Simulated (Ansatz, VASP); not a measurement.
ZrAl3B3N in VASP and in Ansatz

```xyz
8
Lattice="3.1819 0.0000 0.0000 0.0000 3.1819 0.0000 0.0000 0.0000 9.3923" Properties=species:S:1:pos:R:3 pbc="T T T"
Zr    0.0000    0.0000    4.6962
Al    1.5909    1.5909    7.0286
Al    0.0000    0.0000    0.0000
Al    1.5909    1.5909    2.3638
B     0.0000    0.0000    7.1131
B     1.5909    1.5909    0.0000
B     0.0000    0.0000    2.2792
N     1.5909    1.5909    4.6962
```

Change from the starting cell: species swapped into the LiNi3O3F type (P4/mmm, No. 123).

Alike in both runs: functional PBE; k mesh 4 × 4 × 2; occupations gaussian, width 0.15 eV; no spin polarisation.

Ansatz relaxed the structure, and its values are those at the end. VASP's run is a single point on that final structure, the one shown.

|  | VASP | Ansatz |
| --- | --- | --- |
| version | VASP 6.6.1 | Ansatz 0.2.0 |
| potentials or method | VASP PAW PBE potentials, release 64 (Zr_sv, Al, B, N), cutoff 520 eV | scalar-relativistic, plane waves, PAW |
| valence electrons in the cell | 35 | 35 |

Ansatz gave:

```
gap on the k mesh at the Fermi level (eV) : none
pressure (GPa)                            : 0.1
rms of the force components (eV/Å)        : 0.007
```

Q: Which values does VASP return?

A: gap on the k mesh at the Fermi level (eV): none; pressure (GPa): 0.1; rms of the force components (eV/Å): 0.009.

A gap of «none» marks a metal or a gap that the smearing closes.

The k mesh is coarse, so the values compare programs but aren't converged.
